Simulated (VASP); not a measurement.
# GdO (F-43m) in VASP: notebook

Runs on GdO. Level: LDA. Tasks: single point.

Program: VASP 6.6.1. These are calculated values, not measurements. Logs are shortened: lines on timing, memory, paths and dates and some standing lists are left out, and cuts for length are marked.

## Step 1: The cell of the first run

Symmetry: F-43m, No. 216, cubic system. Conventional cell: a = 5.142 Å, b = 5.142 Å, c = 5.142 Å, α = 90.00°, β = 90.00°, γ = 90.00°. Gd (site symmetry -43m) has 4 O at 2.23 Å within 2.9 Å. O (site symmetry -43m) has 4 Gd at 2.23 Å within 2.9 Å.

## Step 2: Single point, LDA, collinear spin, ferromagnetic start

INCAR reads:

```
SYSTEM = GdO
PREC = Accurate
ENCUT = 520
EDIFF = 1E-7
ISMEAR = -1
SIGMA = 0.1
LREAL = .False.
LASPH = .True.
NELM = 150
ALGO = Normal
ISIF = 2
LWAVE = .False.
LCHARG = .False.
ISPIN = 2
MAGMOM = 7 0
LORBIT = 11
LMAXMIX = 6
GGA = CA
NBANDS = 23
```

KPOINTS reads:

```
regular mesh
0
Gamma
  9 9 9
  0 0 0
```

POSCAR reads:

```
GdO
1.0
    0.0000000000      2.5710193580      2.5710193580
    2.5710193580      0.0000000000      2.5710193580
    2.5710193580      2.5710193580      0.0000000000
Gd O
1 1
Direct
    0.0000000000      0.0000000000      0.0000000000
    0.2500000000      0.2500000000      0.2500000000
```

Potentials or basis: VASP PAW PBE potentials, release 64 (Gd, O).

Run with:

```console
$ cat potpaw_PBE.64/Gd/POTCAR potpaw_PBE.64/O/POTCAR > POTCAR
$ mpirun -np 1 vasp_std > vasp.out
```

OUTCAR:

```text
SYSTEM = GdO
   PREC = Accurate
   ENCUT = 520
   EDIFF = 1E-7
   ISMEAR = -1
   LREAL = .False.
   LASPH = .True.
   NELM = 150
   ISIF = 2
   ISPIN = 2
   LORBIT = 11
   GGA = CA

 ion  position               nearest neighbor table
   1  0.000  0.000  0.000-   2 2.23   2 2.23   2 2.23   2 2.23
   2  0.250  0.250  0.250-   1 2.23   1 2.23   1 2.23   1 2.23

  LATTYP: Found a face centered cubic cell.
 ALAT       =     5.1420387160

  Lattice vectors:

 A1 = (   0.0000000000,   2.5710193580,   2.5710193580)
 A2 = (   2.5710193580,   0.0000000000,   2.5710193580)
 A3 = (   2.5710193580,   2.5710193580,   0.0000000000)

Analysis of symmetry for initial positions (statically):
=====================================================================
 Subroutine PRICEL returns:
 Original cell was already a primitive cell.

 Routine SETGRP: Setting up the symmetry group for a
 face centered cubic supercell.

 Subroutine GETGRP returns: Found 24 space group operations
 (whereof 24 operations were pure point group operations)
 out of a pool of 48 trial point group operations.

The static configuration has the point symmetry T_d .

Analysis of symmetry for dynamics (positions and initial velocities):
=====================================================================
 Subroutine PRICEL returns:
 Original cell was already a primitive cell.

 Routine SETGRP: Setting up the symmetry group for a
 face centered cubic supercell.

 Subroutine GETGRP returns: Found 24 space group operations
 (whereof 24 operations were pure point group operations)
 out of a pool of 48 trial point group operations.

The dynamic configuration has the point symmetry T_d .

Analysis of structural, dynamic, and magnetic symmetry:
=====================================================================
 Subroutine PRICEL returns:
 Original cell was already a primitive cell.

 Routine SETGRP: Setting up the symmetry group for a
 face centered cubic supercell.

 Subroutine GETGRP returns: Found 24 space group operations
 (whereof 24 operations were pure point group operations)
 out of a pool of 48 trial point group operations.

The overall configuration has the point symmetry T_d .

 Subroutine INISYM returns: Found 24 space group operations
 (whereof 24 operations are pure point group operations),
 and found     1 'primitive' translations

----------------------------------------------------------------------------------------

                                     Primitive cell

  volume of cell :      33.9896

  direct lattice vectors                    reciprocal lattice vectors
     0.000000000  2.571019358  2.571019358    -0.194475393  0.194475393  0.194475393
     2.571019358  0.000000000  2.571019358     0.194475393 -0.194475393  0.194475393
     2.571019358  2.571019358  0.000000000     0.194475393  0.194475393 -0.194475393

  length of vectors
     3.635970445  3.635970445  3.635970445     0.336841261  0.336841261  0.336841261

  position of ions in fractional coordinates (direct lattice)
     0.000000000  0.000000000  0.000000000
     0.250000000  0.250000000  0.250000000

  ion indices of the primitive-cell ions
   primitive index   ion index
                 1           1
                 2           2

----------------------------------------------------------------------------------------

 KPOINTS: regular mesh

Automatic generation of k-mesh.
 Grid dimensions read from file:
 generate k-points for:    9    9    9

 Generating k-lattice:

  Cartesian coordinates                     Fractional coordinates (reciprocal lattice)
    -0.021608377  0.021608377  0.021608377     0.111111111  0.000000000  0.000000000
     0.021608377 -0.021608377  0.021608377     0.000000000  0.111111111  0.000000000
     0.021608377  0.021608377 -0.021608377     0.000000000  0.000000000  0.111111111

  Length of vectors
     0.037426807  0.037426807  0.037426807

  Shift w.r.t. Gamma in fractional coordinates (k-lattice)
     0.000000000  0.000000000  0.000000000

 Subroutine IBZKPT returns following result:
 ===========================================

 Found     35 irreducible k-points:

 Following reciprocal coordinates:
            Coordinates               Weight
  0.000000  0.000000  0.000000      1.000000
  0.111111  0.000000  0.000000      8.000000
  0.222222  0.000000  0.000000      8.000000
  0.333333  0.000000  0.000000      8.000000
  0.444444  0.000000  0.000000      8.000000
  0.111111  0.111111  0.000000      6.000000
[... 16 lines left out ...]
 -0.333333  0.333333  0.000000     12.000000
  0.444444  0.444444  0.000000      6.000000
 [... further k-points ...]
   k-points           NKPTS =     35   k-points in BZ     NKDIM =     35   number of bands    NBANDS=     23
   number of dos      NEDOS =    301   number of ions     NIONS =      2
   total plane-waves  NPLWV =  21952
   dimension x,y,z NGX =    28 NGY =   28 NGZ =   28
   dimension x,y,z NGXF=    56 NGYF=   56 NGZF=   56
   ions per type =               1   1
   NGX,Y,Z   is equivalent  to a cutoff of  12.80, 12.80, 12.80 a.u.
   NGXF,Y,Z  is equivalent  to a cutoff of  25.60, 25.60, 25.60 a.u.
 SYSTEM =  GdO
   PREC   = accura    normal or accurate (medium, high low for compatibility)
   ISTART =      0    job   : 0-new  1-cont  2-samecut
   ICHARG =      2    charge: 1-file 2-atom 10-const
   ISPIN  =      2    spin polarized calculation?
   LNONCOLLINEAR =      F non collinear calculations
   LSORBIT =      F    spin-orbit coupling
   LASPH  =      T    aspherical Exc in radial PAW
   ENCUT  =  520.0 eV  38.22 Ry    6.18 a.u.   6.76  6.76  6.76*2*pi/ulx,y,z
   NELM   =    150;   NELMIN=  2; NELMDL= -5     # of ELM steps
   EDIFF  = 0.1E-06   stopping-criterion for ELM
   LREAL  =      F    real-space projection
   EDIFFG = 0.1E-05   stopping-criterion for IOM
   NSW    =      0    number of steps for IOM
   IBRION =     -1    ionic relax: 0-MD 1-quasi-New 2-CG
   NFREE  =      0    steps in history (QN), initial steepest desc. (CG)
   ISIF   =      2    stress and relaxation
   ISYM   =      2    0-nonsym 1-usesym 2-fastsym
   POTIM  = 0.5000    time-step for ionic-motion
   TEBEG  =    0.0;   TEEND  =   0.0 temperature during run
   PSTRESS=    0.0 pullay stress
   NELECT =      24.0000    total number of electrons
   NUPDOWN=      -1.0000    fix difference up-down
   EMIN   =  10.00;   EMAX   =-10.00  energy-range for DOS
   EFERMI =   0.00;   METHOD = LEGACY
   ISMEAR =    -1;   SIGMA  =   0.10  broadening in eV -4-tet -1-fermi 0-gaus
   EFERMI_NEDOS =   21; number of points for ismear=-14 and -15
   IALGO  =     38    algorithm
   IMIX   =      4    mixing-type and parameters
     AMIX     =   0.40;   BMIX     =  1.00
     AMIX_MAG =   1.60;   BMIX_MAG =  1.00
  volume/ion in A,a.u.               =      16.99       114.69
  Fermi-wavevector in a.u.,A,eV,Ry     =   1.457795  2.754834 28.914657  2.125167
  Thomas-Fermi vector in A             =   2.574555
   LORBIT       =     11    0 simple, 1 ext, 2 COOP (PROOUT), +10 PAW based schemes
   GGA     = CA    functional components
   LHFCALC =     F    Hartree Fock is set to
   AEXX    =    0.0000 exact exchange contribution
   IVDW    =     0    specifies the selected vdW correction
   LEPSILON=     F    determine dielectric tensor
   LRPA    =     F    only Hartree local field effects (RPA)
 spin polarized calculation
  energy-cutoff  :      520.00
  volume of cell :       33.99
 maximum number of plane-waves:       941
   NGX = 13   NGY = 13   NGZ = 13

 number of electron      23.9999991 magnetization       6.7710848

 Free energy of the ion-electron system (eV)
  ---------------------------------------------------
  ext. energy  EPLUGINS =         0.00000000
  ---------------------------------------------------
  free energy    TOTEN  =       -22.96013750 eV

  energy without entropy =      -22.87468077  energy(sigma->0) =      -22.91740914

 E-fermi :   4.6963     XC(G=0): -11.2583

 val. band max:        4.6963281883   @ k =  -0.4444   0.1111   0.0000
 cond. band min:       4.6977724112   @ k =  -0.3333   0.2222   0.0000
 fundamental gap:      0.0014442229
 Fermi energy:         4.6963287904

 spin component 1

 k-point     1 :       0.0000    0.0000    0.0000
  band No.  band energies     occupation
      1     -39.8532      1.00000
      2     -17.2873      1.00000
      3     -17.2873      1.00000
      4     -17.2873      1.00000
      5     -15.1455      1.00000
      6      -1.9524      1.00000
[... 15 lines left out ...]
     22      17.1520      0.00000
     23      17.5127      0.00000

 k-point     2 :       0.1111    0.0000    0.0000
  band No.  band energies     occupation
      1     -39.8433      1.00000
      2     -17.6065      1.00000
      3     -17.3042      1.00000
      4     -17.3042      1.00000
      5     -14.8572      1.00000
      6      -1.9904      1.00000
[... 15 lines left out ...]
     22      15.8258      0.00000
     23      17.7843      0.00000

 k-point     3 :       0.2222    0.0000    0.0000
  band No.  band energies     occupation
      1     -39.8184      1.00000
      2     -18.1999      1.00000
      3     -17.3466      1.00000
      4     -17.3466      1.00000
      5     -14.3563      1.00000
      6      -1.9214      1.00000
[... 15 lines left out ...]
     22      14.1280      0.00000
     23      18.6130      0.00000
[... 495 lines left out ...]
 k-point    23 :      -0.3333    0.3333    0.0000
  band No.  band energies     occupation
      1     -39.7472      1.00000
      2     -19.0165      1.00000
      3     -17.8818      1.00000
      4     -17.5316      1.00000
      5     -13.3315      1.00000
      6      -1.7694      1.00000
[... 15 lines left out ...]
     22      14.7300      0.00000
     23      16.1491      0.00000

 k-point    24 :       0.4444    0.4444    0.0000
  band No.  band energies     occupation
      1     -39.7438      1.00000
      2     -19.1425      1.00000
      3     -17.6407      1.00000
      4     -17.6407      1.00000
      5     -13.3729      1.00000
      6      -2.5233      1.00000
[... 15 lines left out ...]
     22      16.1024      0.00000
     23      16.5290      0.00000

 [... further k-points ...]

 spin component 2

 k-point     1 :       0.0000    0.0000    0.0000
  band No.  band energies     occupation
      1     -37.1396      1.00000
      2     -15.2632      1.00000
      3     -15.2632      1.00000
      4     -15.2632      1.00000
      5     -15.1100      1.00000
      6      -1.7485      1.00000
[... 15 lines left out ...]
     22      17.3111      0.00000
     23      18.0454      0.00000

 k-point     2 :       0.1111    0.0000    0.0000
  band No.  band energies     occupation
      1     -37.1267      1.00000
      2     -16.0782      1.00000
      3     -15.2847      1.00000
      4     -15.2847      1.00000
      5     -14.3437      1.00000
      6      -1.7823      1.00000
[... 15 lines left out ...]
     22      16.3007      0.00000
     23      18.3246      0.00000

 k-point     3 :       0.2222    0.0000    0.0000
  band No.  band energies     occupation
      1     -37.0940      1.00000
      2     -16.8779      1.00000
      3     -15.3385      1.00000
      4     -15.3385      1.00000
      5     -13.6852      1.00000
      6      -1.6905      1.00000
[... 15 lines left out ...]
     22      14.7699      0.00000
     23      19.1877      0.00000
[... 495 lines left out ...]
 k-point    23 :      -0.3333    0.3333    0.0000
  band No.  band energies     occupation
      1     -37.0004      1.00000
      2     -17.8991      1.00000
      3     -16.0100      1.00000
      4     -15.5725      1.00000
      5     -12.4561      1.00000
      6      -1.5137      1.00000
[... 15 lines left out ...]
     22      15.5752      0.00000
     23      17.0345      0.00000

 k-point    24 :       0.4444    0.4444    0.0000
  band No.  band energies     occupation
      1     -36.9959      1.00000
      2     -18.0147      1.00000
      3     -15.7103      1.00000
      4     -15.7103      1.00000
      5     -12.5502      1.00000
      6      -2.3260      1.00000
[... 15 lines left out ...]
     22      16.9748      0.00000
     23      17.0796      0.00000

 [... further k-points ...]
[... 5 lines left out ...]
  --------------------------------------------------------------------------------------
  -------------------------------------------------------------------------------------
  Total        1.8309638      1.8309638      1.8309638      0.0000000     -0.0000000      0.0000000
  in kB       86.3066580     86.3066580     86.3066580      0.0000000     -0.0000000      0.0000000
  external PRESSURE =      86.3066580 kB  Pullay stress =       0.0000000 kB

 VOLUME and BASIS-vectors are now :
 -----------------------------------------------------------------------------
  energy-cutoff  :      520.00
  volume of cell :       33.99
      direct lattice vectors                 reciprocal lattice vectors
     0.000000000  2.571019358  2.571019358    -0.194475393  0.194475393  0.194475393
     2.571019358  0.000000000  2.571019358     0.194475393 -0.194475393  0.194475393
     2.571019358  2.571019358  0.000000000     0.194475393  0.194475393 -0.194475393

 POSITION                                       TOTAL-FORCE (eV/Angst)
 -----------------------------------------------------------------------------------
      0.00000      0.00000      0.00000        -0.000000      0.000000     -0.000000
      1.28551      1.28551      1.28551         0.000000     -0.000000      0.000000
 -----------------------------------------------------------------------------------
    total drift:                                0.000000      0.000000      0.000000

  FREE ENERGIE OF THE ION-ELECTRON SYSTEM (eV)
  ---------------------------------------------------
  free  energy   TOTEN  =       -22.9601375031 eV

  energy  without entropy=      -22.8746807719  energy(sigma->0) =      -22.91740914

 total charge

# of ion       s       p       d       f       tot
--------------------------------------------------
    1        2.036   5.619   0.552   7.151  15.359
    2        1.564   3.459   0.000   0.000   5.022
--------------------------------------------------
tot          3.600   9.078   0.552   7.151  20.381

 magnetization (x)

# of ion       s       p       d       f       tot
--------------------------------------------------
    1       -0.005  -0.052   0.070   6.599   6.612
    2       -0.004  -0.043   0.000   0.000  -0.047
--------------------------------------------------
tot         -0.008  -0.096   0.070   6.599   6.565
```

Wall time 53 s (1 thread of Intel Xeon Platinum 8559C (Emerald Rapids), shared host); peak memory 0.19 GiB.

What came out:

```yaml
Free_energy: -22.9601 eV
Pressure: 8.6 GPa
Net_moment: 6.77 μB per cell
Site_moments: Gd +6.61; O -0.05 μB
Valence_electrons_inside_the_program's_atomic_spheres: Gd 15.36; O 5.02
```

Levels at points of the mesh, in eV from the Fermi level:
Spin up:
| k point | band 12 | band 13 | band 14 | band 15 | band 16 | band 17 | band 18 | band 19 |
| --- | --- | --- | --- | --- | --- | --- | --- | --- |
| (0.00, 0.00, 0.00) | -3.79 | -3.77 | -3.77 | -3.77 | -1.43 | 2.97 | 2.97 | 5.50 |
Spin down:
```
           k point  band 7  band 8  band 9  band 10  band 11  band 12
(0.00, 0.00, 0.00)   -6.44   -6.44   -1.99     0.71     0.71     0.71
```

Caveat: the cell stands under pressure; the PAW data sets were made with another functional, which shifts forces and pressure a little; spin-orbit coupling is left out, which moves the levels of the heavy elements; a cell with one magnetic atom can't hold antiferromagnetic order, which such compounds often take; semilocal functionals describe open f shells poorly, which spoils levels, moments and volumes. With open d or f shells a metallic result of LDA can be an artefact of self-interaction; +U or a hybrid may open a gap.

(Part 1 of 2 ends here.)
